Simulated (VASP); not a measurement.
# Sb (I4/mmm) in VASP: further runs

The runs below take Sb through single point, with PBE.

Program: VASP 6.6.1. These are calculated values, not measurements. Logs are shortened: lines on timing, memory, paths and dates and some standing lists are left out, and cuts for length are marked.

### 1 The cell of the first run

It takes space group I4/mmm (No. 139, tetragonal). The conventional cell has a = 3.153 Å, b = 3.153 Å, c = 5.424 Å, α = 90.00°, β = 90.00°, γ = 90.00°. Within 4.1 Å of Sb (site symmetry 4/mmm) lie 12 Sb at 3.15 to 3.51 Å.

### 2 Single point, PBE

INCAR

```
PREC = Accurate
ENCUT = 520
EDIFF = 1E-6
ISMEAR = 0
SIGMA = 0.025
LREAL = F
LASPH = T
NELM = 100
ALGO = Normal
ISIF = 2
LWAVE = F
LCHARG = F
GGA = PE
NBANDS = 8
```

KPOINTS

```
Automatic mesh
0
Gamma
  12 12 12
```

POSCAR

```
Sb
1.0
   -1.5765401831      1.5765401831      2.7119384313
    1.5765401831     -1.5765401831      2.7119384313
    1.5765401831      1.5765401831     -2.7119384313
Sb
1
Direct
    0.0000000000      0.0000000000      0.0000000000
```

Potentials or basis: VASP PAW PBE potentials, release 64 (Sb).

Command:

```sh
> cat potpaw_PBE.64/Sb/POTCAR > POTCAR
> mpirun -np 1 vasp_std > vasp.out
```

OUTCAR:

```text
PREC = Accurate
   ENCUT = 520
   EDIFF = 1E-6
   ISMEAR = 0
   LREAL = F
   LASPH = T
   NELM = 100
   ISIF = 2
   GGA = PE

 ion  position               nearest neighbor table
   1  0.000  0.000  0.000-

  LATTYP: Found a body centered tetragonal cell.
 ALAT       =     3.1530803662
 C/A-ratio  =     1.7201835135

  Lattice vectors:

 A1 = (  -1.5765401831,   1.5765401831,   2.7119384313)
 A2 = (   1.5765401831,  -1.5765401831,   2.7119384313)
 A3 = (   1.5765401831,   1.5765401831,  -2.7119384313)

Analysis of symmetry for initial positions (statically):
=====================================================================
 Subroutine PRICEL returns:
 Original cell was already a primitive cell.

 Routine SETGRP: Setting up the symmetry group for a
 body centered tetragonal supercell.

 Subroutine GETGRP returns: Found 16 space group operations
 (whereof 16 operations were pure point group operations)
 out of a pool of 16 trial point group operations.

The static configuration has the point symmetry D_4h.

Analysis of symmetry for dynamics (positions and initial velocities):
=====================================================================
 Subroutine PRICEL returns:
 Original cell was already a primitive cell.

 Routine SETGRP: Setting up the symmetry group for a
 body centered tetragonal supercell.

 Subroutine GETGRP returns: Found 16 space group operations
 (whereof 16 operations were pure point group operations)
 out of a pool of 16 trial point group operations.

The dynamic configuration has the point symmetry D_4h.

 Subroutine INISYM returns: Found 16 space group operations
 (whereof 16 operations are pure point group operations),
 and found     1 'primitive' translations

----------------------------------------------------------------------------------------

                                     Primitive cell

  volume of cell :      26.9619

  direct lattice vectors                    reciprocal lattice vectors
    -1.576540183  1.576540183  2.711938431     0.000000000  0.317150178  0.184369967
     1.576540183 -1.576540183  2.711938431     0.317150178  0.000000000  0.184369967
     1.576540183  1.576540183 -2.711938431     0.317150178  0.317150178  0.000000000

  length of vectors
     3.510778824  3.510778824  3.510778824     0.366846726  0.366846726  0.448518083

  position of ions in fractional coordinates (direct lattice)
     0.000000000  0.000000000  0.000000000

  ion indices of the primitive-cell ions
   primitive index   ion index
                 1           1

----------------------------------------------------------------------------------------

 KPOINTS: Automatic mesh

Automatic generation of k-mesh.
 Grid dimensions read from file:
 generate k-points for:   12   12   12

 Generating k-lattice:

  Cartesian coordinates                     Fractional coordinates (reciprocal lattice)
     0.000000000  0.026429182  0.015364164     0.083333333 -0.000000000  0.000000000
     0.026429182  0.000000000  0.015364164    -0.000000000  0.083333333  0.000000000
     0.026429182  0.026429182  0.000000000     0.000000000  0.000000000  0.083333333

  Length of vectors
     0.030570561  0.030570561  0.037376507

  Shift w.r.t. Gamma in fractional coordinates (k-lattice)
     0.000000000  0.000000000  0.000000000

 Subroutine IBZKPT returns following result:
 ===========================================

 Found    163 irreducible k-points:

 Following reciprocal coordinates:
            Coordinates               Weight
  0.000000  0.000000  0.000000      1.000000
  0.083333  0.000000 -0.000000      8.000000
  0.166667  0.000000 -0.000000      8.000000
  0.250000 -0.000000  0.000000      8.000000
  0.333333  0.000000 -0.000000      8.000000
  0.416667  0.000000 -0.000000      8.000000
[... 16 lines left out ...]
  0.500000  0.166667  0.000000     16.000000
 -0.416667  0.166667  0.000000     16.000000
 [... further k-points ...]
   k-points           NKPTS =    163   k-points in BZ     NKDIM =    163   number of bands    NBANDS=      8
   number of dos      NEDOS =    301   number of ions     NIONS =      1
   total plane-waves  NPLWV =  21952
   dimension x,y,z NGX =    28 NGY =   28 NGZ =   28
   dimension x,y,z NGXF=    56 NGYF=   56 NGZF=   56
   ions per type =               1
   NGX,Y,Z   is equivalent  to a cutoff of  13.26, 13.26, 13.26 a.u.
   NGXF,Y,Z  is equivalent  to a cutoff of  26.52, 26.52, 26.52 a.u.
 SYSTEM =  unknown system
   PREC   = accura    normal or accurate (medium, high low for compatibility)
   ISTART =      0    job   : 0-new  1-cont  2-samecut
   ICHARG =      2    charge: 1-file 2-atom 10-const
   ISPIN  =      1    spin polarized calculation?
   LNONCOLLINEAR =      F non collinear calculations
   LSORBIT =      F    spin-orbit coupling
   LASPH  =      T    aspherical Exc in radial PAW
   ENCUT  =  520.0 eV  38.22 Ry    6.18 a.u.   6.53  6.53  6.53*2*pi/ulx,y,z
   NELM   =    100;   NELMIN=  2; NELMDL= -5     # of ELM steps
   EDIFF  = 0.1E-05   stopping-criterion for ELM
   LREAL  =      F    real-space projection
   EDIFFG = 0.1E-04   stopping-criterion for IOM
   NSW    =      0    number of steps for IOM
   IBRION =     -1    ionic relax: 0-MD 1-quasi-New 2-CG
   NFREE  =      0    steps in history (QN), initial steepest desc. (CG)
   ISIF   =      2    stress and relaxation
   ISYM   =      2    0-nonsym 1-usesym 2-fastsym
   POTIM  = 0.5000    time-step for ionic-motion
   TEBEG  =    0.0;   TEEND  =   0.0 temperature during run
   PSTRESS=    0.0 pullay stress
   NELECT =       5.0000    total number of electrons
   NUPDOWN=      -1.0000    fix difference up-down
   EMIN   =  10.00;   EMAX   =-10.00  energy-range for DOS
   EFERMI =   0.00;   METHOD = LEGACY
   ISMEAR =     0;   SIGMA  =   0.03  broadening in eV -4-tet -1-fermi 0-gaus
   EFERMI_NEDOS =   21; number of points for ismear=-14 and -15
   IALGO  =     38    algorithm
   IMIX   =      4    mixing-type and parameters
     AMIX     =   0.40;   BMIX     =  1.00
     AMIX_MAG =   1.60;   BMIX_MAG =  1.00
  volume/ion in A,a.u.               =      26.96       181.95
  Fermi-wavevector in a.u.,A,eV,Ry     =   0.933573  1.764197 11.858269  0.871558
  Thomas-Fermi vector in A             =   2.060288
   LORBIT       =      0    0 simple, 1 ext, 2 COOP (PROOUT), +10 PAW based schemes
   GGA     = PE    functional components
   LHFCALC =     F    Hartree Fock is set to
   AEXX    =    0.0000 exact exchange contribution
   IVDW    =     0    specifies the selected vdW correction
   LEPSILON=     F    determine dielectric tensor
   LRPA    =     F    only Hartree local field effects (RPA)
 non-spin polarized calculation
 Gauss-broadening in eV      SIGMA  =   0.03
  energy-cutoff  :      520.00
  volume of cell :       26.96
 maximum number of plane-waves:       748
 NGX is ok and might be reduce to    28
   NGX = 13   NGY = 13   NGZ = 13

 number of electron       5.0000000 magnetization

 Free energy of the ion-electron system (eV)
  ---------------------------------------------------
  ext. energy  EPLUGINS =         0.00000000
  ---------------------------------------------------
  free energy    TOTEN  =        -3.83943996 eV

  energy without entropy =       -3.83908683  energy(sigma->0) =       -3.83926339

 E-fermi :   8.5469     XC(G=0): -10.2151

 val. band max:        8.5449584790   @ k =   0.3333   0.1667   0.0833
 cond. band min:       8.5657393379   @ k =  -0.3333   0.5000   0.0833
 fundamental gap:      0.0207808589
 Fermi energy:         8.5469067240

 k-point     1 :       0.0000    0.0000    0.0000
  band No.  band energies     occupation
      1      -4.4332      2.00000
      2      13.1552      0.00000
      3      13.9520      0.00000
      4      13.9520      0.00000
      5      17.8732      0.00000
      6      19.1538      0.00000
      7      19.1571      0.00000
      8      19.2458      0.00000

 k-point     2 :       0.0833    0.0000   -0.0000
  band No.  band energies     occupation
      1      -4.2939      2.00000
      2      12.4623      0.00000
      3      13.0901      0.00000
      4      13.9215      0.00000
      5      17.6470      0.00000
      6      18.2195      0.00000
      7      19.0980      0.00000
      8      19.4714      0.00000

 k-point     3 :       0.1667    0.0000   -0.0000
  band No.  band energies     occupation
      1      -3.8780      2.00000
      2      10.2149      0.00000
      3      12.2618      0.00000
      4      13.8601      0.00000
      5      16.5356      0.00000
      6      18.0305      0.00000
      7      20.0091      0.00000
      8      20.0738      0.00000

 k-point     4 :       0.2500   -0.0000    0.0000
  band No.  band energies     occupation
      1      -3.1948      2.00000
      2       7.7627      2.00000
      3      11.4773      0.00000
      4      13.8214      0.00000
      5      15.6872      0.00000
      6      17.8958      0.00000
      7      20.5898      0.00000
      8      21.3464      0.00000

 k-point     5 :       0.3333    0.0000   -0.0000
  band No.  band energies     occupation
      1      -2.2740      2.00000
      2       5.4915      2.00000
      3      10.8389      0.00000
      4      13.8309      0.00000
      5      15.0949      0.00000
      6      17.9747      0.00000
      7      20.0545      0.00000
      8      20.6250      0.00000
[... 177 lines left out ...]
 k-point    22 :       0.4167    0.1667   -0.0000
  band No.  band energies     occupation
      1      -0.3302      2.00000
      2       3.5048      2.00000
      3       9.2538      0.00000
      4      10.8049      0.00000
      5      15.2796      0.00000
      6      16.9361      0.00000
      7      21.1251      0.00000
      8      22.3724      0.00000

 k-point    23 :       0.5000    0.1667    0.0000
  band No.  band energies     occupation
      1      -0.3081      2.00000
      2       3.4604      2.00000
      3       9.4462      0.00000
      4      11.0119      0.00000
      5      15.0100      0.00000
      6      16.8081      0.00000
      7      20.5913      0.00000
      8      21.9842      0.00000

 k-point    24 :      -0.4167    0.1667    0.0000
  band No.  band energies     occupation
      1      -1.2383      2.00000
      2       4.9066      2.00000
      3       9.8116      0.00000
      4      11.3093      0.00000
      5      15.1290      0.00000
      6      16.9180      0.00000
      7      18.9902      0.00000
      8      22.2708      0.00000

 [... further k-points ...]
[... 5 lines left out ...]
  --------------------------------------------------------------------------------------
  -------------------------------------------------------------------------------------
  Total        0.3222778      0.3222778      0.2034827      0.0000000      0.0000000      0.0000000
  in kB       19.1509802     19.1509802     12.0917218      0.0000000      0.0000000      0.0000000
  external PRESSURE =      16.7978941 kB  Pullay stress =       0.0000000 kB

 VOLUME and BASIS-vectors are now :
 -----------------------------------------------------------------------------
  energy-cutoff  :      520.00
  volume of cell :       26.96
      direct lattice vectors                 reciprocal lattice vectors
    -1.576540183  1.576540183  2.711938431     0.000000000  0.317150178  0.184369967
     1.576540183 -1.576540183  2.711938431     0.317150178  0.000000000  0.184369967
     1.576540183  1.576540183 -2.711938431     0.317150178  0.317150178  0.000000000

 POSITION                                       TOTAL-FORCE (eV/Angst)
 -----------------------------------------------------------------------------------
      0.00000      0.00000      0.00000         0.000000     -0.000000      0.000000
 -----------------------------------------------------------------------------------
    total drift:                                0.000000      0.000000     -0.000000

  FREE ENERGIE OF THE ION-ELECTRON SYSTEM (eV)
  ---------------------------------------------------
  free  energy   TOTEN  =        -3.8394399553 eV

  energy  without entropy=       -3.8390868308  energy(sigma->0) =       -3.83926339
```

Run time: 26 s. Hardware: 1 thread of AMD EPYC 9R45 (Zen 5), shared host; peak memory 0.14 GiB.

Results:

```yaml
Free_energy: -3.8394 eV
Pressure: 1.7 GPa
```

Stress tensor (GPa, compression positive):
```
1.92 0.00 0.00
0.00 1.92 0.00
0.00 0.00 1.21
```

Caveat: spin-orbit coupling is left out, which moves the levels of the heavy elements.

### 3 Single point, PBE

INCAR, as its differences from that of step 2:

```diff
@@ -4,3 +4,3 @@
 ISMEAR = 0
-SIGMA = 0.025
+SIGMA = 0.026000000000000002
 LREAL = F
```

KPOINTS

```
regular mesh
0
Gamma
  12 12 12
```

POSCAR is that of step 2.

Potentials or basis: VASP PAW PBE potentials, release 64 (Sb).

Command:

```sh
> cat potpaw_PBE.64/Sb/POTCAR > POTCAR
> mpirun -np 1 vasp_std > vasp.out
```

Run time: 28 s. Hardware: 1 thread of AMD EPYC 9R45 (Zen 5), shared host; peak memory 0.14 GiB.

The run converged. Its results:

| Item | Value |
| --- | --- |
| Free energy | -3.8395 eV |
| Pressure | 1.7 GPa |

Stress tensor (GPa, compression positive):
```
1.91 0.00 0.00
0.00 1.91 0.00
0.00 0.00 1.21
```

Levels at points of the mesh, in eV from the Fermi level:
| k point | band 1 | band 2 | band 3 | band 4 | band 5 | band 6 | band 7 |
| --- | --- | --- | --- | --- | --- | --- | --- |
| (0.00, 0.00, 0.00) | -12.98 | 4.61 | 5.41 | 5.41 | 9.33 | 10.61 | 10.61 |
| (0.50, 0.00, 0.00) | -9.16 | -5.83 | 1.74 | 5.34 | 6.08 | 10.15 | 10.44 |
| (0.50, 0.50, 0.00) | -6.67 | -4.43 | -1.05 | 0.56 | 3.44 | 4.32 | 15.66 |
| (0.50, 0.50, 0.50) | -9.30 | -5.70 | 2.09 | 2.09 | 5.84 | 6.07 | 18.12 |

Caveat: spin-orbit coupling is left out, which moves the levels of the heavy elements.
